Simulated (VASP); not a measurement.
# WS2 in VASP: single point with r2SCAN

Aim: the single point of WS2 with r2SCAN.

Everything below comes from runs of VASP 6.6.1. Logs are shortened: lines on timing, memory, paths and dates and some standing lists are left out, and cuts for length are marked.

## (1) The cell of the first run

The cell holds a slab with vacuum, 3 atoms: a = 3.184 Å, b = 3.184 Å, c = 16.951 Å, α = 90.00°, β = 90.00°, γ = 120.00°.

## (2) Single point, r2SCAN

File POSCAR:

```
WS2
1.0
    3.1835160000      0.0000000000      0.0000000000
   -1.5917580000      2.7570060000      0.0000000000
    0.0000000000      0.0000000000     16.9505780000
W S
1 2
Direct
    0.3333330000      0.6666670000      0.0000000000
    0.6666670000      0.3333330000      0.9079990000
    0.6666670000      0.3333330000      0.0920010000
```

File INCAR.step1:

```
SYSTEM = WS2
PREC = Accurate
ENCUT = 520
ISMEAR = -1
SIGMA = 0.1
LREAL = .FALSE.
LASPH = .TRUE.
NELM = 100
NBANDS = 20
GGA = PE
ALGO = Normal
EDIFF = 1E-4
LWAVE = .TRUE.
LCHARG = .FALSE.
```

File INCAR.step2:

```
SYSTEM = WS2
PREC = Accurate
ENCUT = 520
EDIFF = 1E-7
ISMEAR = -1
SIGMA = 0.1
LREAL = .FALSE.
LASPH = .TRUE.
NELM = 100
ALGO = Normal
ISIF = 2
LWAVE = .FALSE.
LCHARG = .FALSE.
METAGGA = R2SCAN
LMIXTAU = .TRUE.
NBANDS = 20
ISTART = 1
```

File KPOINTS:

```
Automatic mesh
0
G
  8 8 2
  0 0 0
```

Potentials or basis: VASP PAW PBE potentials, release 64 (W_sv, S).

Command:

```
> cat potpaw_PBE.64/W_sv/POTCAR potpaw_PBE.64/S/POTCAR > POTCAR
> cp INCAR.step1 INCAR
> mpirun -np 1 vasp_std > vasp.out
> cp INCAR.step2 INCAR
> mpirun -np 1 vasp_std > vasp.out
```

OUTCAR:

```text
SYSTEM = WS2
   PREC = Accurate
   ENCUT = 520
   EDIFF = 1E-7
   ISMEAR = -1
   LREAL = .FALSE.
   LASPH = .TRUE.
   NELM = 100
   ISIF = 2
   METAGGA = R2SCAN
   ISTART = 1

 ion  position               nearest neighbor table
   1  0.333  0.667  0.000-   2 2.41   3 2.41   2 2.41   3 2.41   2 2.41   3 2.41
   2  0.667  0.333  0.908-   1 2.41   1 2.41   1 2.41
   3  0.667  0.333  0.092-   1 2.41   1 2.41   1 2.41

  LATTYP: Found a hexagonal cell.
 ALAT       =     3.1835160000
 C/A-ratio  =     5.3244833700

  Lattice vectors:

 A1 = (   3.1835160000,   0.0000000000,   0.0000000000)
 A2 = (  -1.5917580000,   2.7570060000,   0.0000000000)
 A3 = (   0.0000000000,   0.0000000000,  16.9505780000)

Analysis of symmetry for initial positions (statically):
=====================================================================
 Subroutine PRICEL returns:
 Original cell was already a primitive cell.

 Routine SETGRP: Setting up the symmetry group for a
 hexagonal supercell.

 Subroutine GETGRP returns: Found 12 space group operations
 (whereof 12 operations were pure point group operations)
 out of a pool of 24 trial point group operations.

The static configuration has the point symmetry D_3h.

Analysis of symmetry for dynamics (positions and initial velocities):
=====================================================================
 Subroutine PRICEL returns:
 Original cell was already a primitive cell.

 Routine SETGRP: Setting up the symmetry group for a
 hexagonal supercell.

 Subroutine GETGRP returns: Found 12 space group operations
 (whereof 12 operations were pure point group operations)
 out of a pool of 24 trial point group operations.

The dynamic configuration has the point symmetry D_3h.

 Subroutine INISYM returns: Found 12 space group operations
 (whereof 12 operations are pure point group operations),
 and found     1 'primitive' translations

----------------------------------------------------------------------------------------

                                     Primitive cell

  volume of cell :     148.7748

  direct lattice vectors                    reciprocal lattice vectors
     3.183516000  0.000000000  0.000000000     0.314118101  0.181356152  0.000000000
    -1.591758000  2.757006000  0.000000000     0.000000000  0.362712305  0.000000000
     0.000000000  0.000000000 16.950578000     0.000000000  0.000000000  0.058995038

  length of vectors
     3.183516000  3.183516234 16.950578000     0.362712331  0.362712305  0.058995038

  position of ions in fractional coordinates (direct lattice)
     0.333333000  0.666667000  0.000000000
     0.666667000  0.333333000  0.907999000
     0.666667000  0.333333000  0.092001000

  ion indices of the primitive-cell ions
   primitive index   ion index
                 1           1
                 2           2
                 3           3

----------------------------------------------------------------------------------------

 KPOINTS: Automatic mesh

Automatic generation of k-mesh.
 Grid dimensions read from file:
 generate k-points for:    8    8    2

 Generating k-lattice:

  Cartesian coordinates                     Fractional coordinates (reciprocal lattice)
     0.039264763  0.022669519  0.000000000     0.125000000  0.000000000  0.000000000
     0.000000000  0.045339038  0.000000000     0.000000000  0.125000000  0.000000000
     0.000000000  0.000000000  0.029497519     0.000000000  0.000000000  0.500000000

  Length of vectors
     0.045339041  0.045339038  0.029497519

  Shift w.r.t. Gamma in fractional coordinates (k-lattice)
     0.000000000  0.000000000  0.000000000

 Subroutine IBZKPT returns following result:
 ===========================================

 Found     20 irreducible k-points:

 Following reciprocal coordinates:
            Coordinates               Weight
  0.000000  0.000000  0.000000      1.000000
  0.125000 -0.000000  0.000000      6.000000
  0.250000 -0.000000  0.000000      6.000000
  0.375000  0.000000  0.000000      6.000000
  0.500000 -0.000000  0.000000      3.000000
  0.125000  0.125000  0.000000      6.000000
[... 12 lines left out ...]
  0.250000  0.250000  0.500000      6.000000
  0.375000  0.250000  0.500000      6.000000
   k-points           NKPTS =     20   k-points in BZ     NKDIM =     20   number of bands    NBANDS=     20
   number of dos      NEDOS =    301   number of ions     NIONS =      3
   total plane-waves  NPLWV =  72576
   dimension x,y,z NGX =    24 NGY =   24 NGZ =  126
   dimension x,y,z NGXF=    48 NGYF=   48 NGZF=  252
   ions per type =               1   2
   NGX,Y,Z   is equivalent  to a cutoff of  12.53, 12.53, 12.36 a.u.
   NGXF,Y,Z  is equivalent  to a cutoff of  25.07, 25.07, 24.72 a.u.
 SYSTEM =  WS2
   PREC   = accura    normal or accurate (medium, high low for compatibility)
   ISTART =      1    job   : 0-new  1-cont  2-samecut
   ICHARG =      0    charge: 1-file 2-atom 10-const
   ISPIN  =      1    spin polarized calculation?
   LNONCOLLINEAR =      F non collinear calculations
   LSORBIT =      F    spin-orbit coupling
   LASPH  =      T    aspherical Exc in radial PAW
   ENCUT  =  520.0 eV  38.22 Ry    6.18 a.u.   5.92  5.92 31.52*2*pi/ulx,y,z
   NELM   =    100;   NELMIN=  2; NELMDL=  0     # of ELM steps
   EDIFF  = 0.1E-06   stopping-criterion for ELM
   LREAL  =      F    real-space projection
   EDIFFG = 0.1E-05   stopping-criterion for IOM
   NSW    =      0    number of steps for IOM
   IBRION =     -1    ionic relax: 0-MD 1-quasi-New 2-CG
   NFREE  =      0    steps in history (QN), initial steepest desc. (CG)
   ISIF   =      2    stress and relaxation
   ISYM   =      2    0-nonsym 1-usesym 2-fastsym
   POTIM  = 0.5000    time-step for ionic-motion
   TEBEG  =    0.0;   TEEND  =   0.0 temperature during run
   PSTRESS=    0.0 pullay stress
   NELECT =      26.0000    total number of electrons
   NUPDOWN=      -1.0000    fix difference up-down
   EMIN   =  10.00;   EMAX   =-10.00  energy-range for DOS
   EFERMI =   0.00;   METHOD = LEGACY
   ISMEAR =    -1;   SIGMA  =   0.10  broadening in eV -4-tet -1-fermi 0-gaus
   EFERMI_NEDOS =   21; number of points for ismear=-14 and -15
   IALGO  =     38    algorithm
   IMIX   =      4    mixing-type and parameters
     AMIX     =   0.40;   BMIX     =  1.00
     AMIX_MAG =   1.60;   BMIX_MAG =  1.00
  volume/ion in A,a.u.               =      49.59       334.66
  Fermi-wavevector in a.u.,A,eV,Ry     =   0.915285  1.729637 11.398227  0.837746
  Thomas-Fermi vector in A             =   2.040009
   LORBIT       =      0    0 simple, 1 ext, 2 COOP (PROOUT), +10 PAW based schemes
   METAGGA = R2SCAN    functional components
   LHFCALC =     F    Hartree Fock is set to
   AEXX    =    0.0000 exact exchange contribution
   IVDW    =     0    specifies the selected vdW correction
   LEPSILON=     F    determine dielectric tensor
   LRPA    =     F    only Hartree local field effects (RPA)
 non-spin polarized calculation
  energy-cutoff  :      520.00
  volume of cell :      148.77
 maximum number of plane-waves:      4040
 NGX is ok and might be reduce to    24
   NGX = 11   NGY = 11   NGZ = 63

 number of electron      25.9999999 magnetization

 Free energy of the ion-electron system (eV)
  ---------------------------------------------------
  ext. energy  EPLUGINS =         0.00000000
  ---------------------------------------------------
  free energy    TOTEN  =       -70.04084541 eV

  energy without entropy =      -70.04083759  energy(sigma->0) =      -70.04084150

 E-fermi :  -0.3601     XC(G=0):  -4.5920

 val. band max:       -1.3861391344   @ k =   0.0000   0.0000   0.5000
 cond. band min:       0.7917727047   @ k =   0.3750   0.2500   0.5000
 fundamental gap:      2.1779118391
 Fermi energy:        -0.3600751779

 k-point     1 :       0.0000    0.0000    0.0000
  band No.  band energies     occupation
      1     -77.3652      2.00000
      2     -40.9504      2.00000
      3     -40.7992      2.00000
      4     -40.7992      2.00000
      5     -16.8781      2.00000
      6     -15.1427      2.00000
[... 12 lines left out ...]
     19       4.6506      0.00000
     20       4.7687      0.00000

 k-point     2 :       0.1250   -0.0000    0.0000
  band No.  band energies     occupation
      1     -77.3624      2.00000
      2     -40.9406      2.00000
      3     -40.8523      2.00000
      4     -40.8115      2.00000
      5     -16.6151      2.00000
      6     -15.0494      2.00000
[... 12 lines left out ...]
     19       5.0738      0.00000
     20       5.4991      0.00000

 k-point     3 :       0.2500   -0.0000    0.0000
  band No.  band energies     occupation
      1     -77.3557      2.00000
      2     -40.9786      2.00000
      3     -40.9169      2.00000
      4     -40.8411      2.00000
      5     -15.9200      2.00000
      6     -14.8060      2.00000
[... 12 lines left out ...]
     19       5.9134      0.00000
     20       6.4475      0.00000

 k-point     4 :       0.3750    0.0000    0.0000
  band No.  band energies     occupation
      1     -77.3490      2.00000
      2     -41.1023      2.00000
      3     -40.8931      2.00000
      4     -40.8705      2.00000
      5     -15.0949      2.00000
      6     -14.5294      2.00000
[... 12 lines left out ...]
     19       6.6600      0.00000
     20       6.6607      0.00000

 k-point     5 :       0.5000   -0.0000    0.0000
  band No.  band energies     occupation
      1     -77.3462      2.00000
      2     -41.1529      2.00000
      3     -40.8832      2.00000
      4     -40.8827      2.00000
      5     -14.6895      2.00000
      6     -14.4021      2.00000
[... 12 lines left out ...]
     19       6.8048      0.00000
     20       7.1465      0.00000
[... 261 lines left out ...]
      6     -14.6092      2.00000
[... 12 lines left out ...]
     19       6.4709      0.00000
     20       6.7132      0.00000

 k-point    18 :       0.3750    0.1250    0.5000
  band No.  band energies     occupation
      1     -77.3462      2.00000
      2     -41.1256      2.00000
      3     -40.9111      2.00000
      4     -40.8833      2.00000
      5     -14.7047      2.00000
      6     -14.3892      2.00000
[... 12 lines left out ...]
     19       7.4398      0.00000
     20       7.5725      0.00000

 k-point    19 :       0.2500    0.2500    0.5000
  band No.  band energies     occupation
      1     -77.3462      2.00000
      2     -41.0878      2.00000
      3     -40.9500      2.00000
      4     -40.8833      2.00000
      5     -14.7196      2.00000
      6     -14.3763      2.00000
[... 12 lines left out ...]
     19       7.1243      0.00000
     20       7.7130      0.00000

 k-point    20 :       0.3750    0.2500    0.5000
  band No.  band energies     occupation
      1     -77.3443      2.00000
      2     -41.0918      2.00000
      3     -40.9911      2.00000
      4     -40.8763      2.00000
      5     -14.4238      2.00000
      6     -14.2655      2.00000
[... 12 lines left out ...]
     19       6.7603      0.00000
     20       8.5085      0.00000

------------------------ aborting loop because EDIFF is reached ----------------------------------------

  FORCE on cell =-STRESS in cart. coord.  units (eV):
  Direction    XX          YY          ZZ          XY          YZ          ZX
  --------------------------------------------------------------------------------------
  -------------------------------------------------------------------------------------
  Total       -0.0296834     -0.0296834     -0.0321807     -0.0000000     -0.0000000     -0.0000000
  in kB       -0.3196651     -0.3196651     -0.3465586     -0.0000000     -0.0000000     -0.0000000
  external PRESSURE =      -0.3286296 kB  Pullay stress =       0.0000000 kB

 VOLUME and BASIS-vectors are now :
 -----------------------------------------------------------------------------
  energy-cutoff  :      520.00
  volume of cell :      148.77
      direct lattice vectors                 reciprocal lattice vectors
     3.183516000  0.000000000  0.000000000     0.314118101  0.181356152  0.000000000
    -1.591758000  2.757006000  0.000000000     0.000000000  0.362712305  0.000000000
     0.000000000  0.000000000 16.950578000     0.000000000  0.000000000  0.058995038

 POSITION                                       TOTAL-FORCE (eV/Angst)
 -----------------------------------------------------------------------------------
     -0.00000      1.83800      0.00000        -0.000000      0.000000      0.000000
      1.59176      0.91900     15.39111         0.000000     -0.000000      0.003039
      1.59176      0.91900      1.55947         0.000000     -0.000000     -0.003039
 -----------------------------------------------------------------------------------
    total drift:                                0.000183     -0.000103      0.000000

  FREE ENERGIE OF THE ION-ELECTRON SYSTEM (eV)
  ---------------------------------------------------
  free  energy   TOTEN  =       -70.0408454090 eV

  energy  without entropy=      -70.0408375945  energy(sigma->0) =      -70.04084150
```

Run time: 3.3 min. Hardware: 1 thread of Intel Xeon Platinum 8488C (Sapphire Rapids), shared host; peak memory 0.3 GiB.

What came out:

- Free energy: -70.0408 eV
- Largest force: 0.003 eV/Å
- Band gap on the k mesh: 2.18 eV, indirect (least direct gap 2.39 eV)

Forces in eV/Å, atoms in the order of the input:
```
W    0.000  0.000  0.000
S    0.000  0.000  0.003
S    0.000  0.000 -0.003
```

Caveat: the PAW data sets were made with another functional, which shifts forces and pressure a little; spin-orbit coupling is left out, which moves the levels of the heavy elements.
